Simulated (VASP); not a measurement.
A run of VASP 6.6.1:

Contents of INCAR:

```
SYSTEM = Be7Te
PREC = Accurate
ENCUT = 600
EDIFF = 1E-6
ISMEAR = 0
SIGMA = 0.2
LREAL = .FALSE.
LASPH = .TRUE.
NELM = 120
ALGO = Normal
ISIF = 2
LWAVE = .FALSE.
LCHARG = .FALSE.
GGA = PE
NBANDS = 20
GGA_COMPAT = .FALSE.
```

KPOINTS

```
Automatic mesh
0
G
  4 4 4
  0 0 0
```

File POSCAR:

```
Be7Te
1.0
    5.0833434763      0.0000000000      0.0000000000
    0.0000000000      5.0833434763      0.0000000000
    0.0000000000      0.0000000000      5.0833434763
Be Te
7 1
Direct
    0.3519958675      0.3519958675      0.3519958675
    0.0000000000      0.5000000000      0.5000000000
    0.5000000000      0.5000000000      0.0000000000
    0.5000000000      0.0000000000      0.5000000000
    0.6480041325      0.3519958675      0.6480041325
    0.6480041325      0.6480041325      0.3519958675
    0.3519958675      0.6480041325      0.6480041325
    0.0000000000      0.0000000000      0.0000000000
```

Potentials or basis: VASP PAW PBE potentials, release 64 (Be, Te).

The run is started by

```console
$ cat potpaw_PBE.64/Be/POTCAR potpaw_PBE.64/Te/POTCAR > POTCAR
$ mpirun -np 1 vasp_std > vasp.out
```

Hardware: 1 thread of Intel(R) Xeon(R) 6975P-C (Granite Rapids), on a shared host.

**Question.** Estimate the wall time of this run.

**Answer.** It took 18 s on 1 thread of Intel(R) Xeon(R) 6975P-C (Granite Rapids), with other jobs on the host, peak memory 0.25 GiB. Counts: scf iterations 14, k points 10.
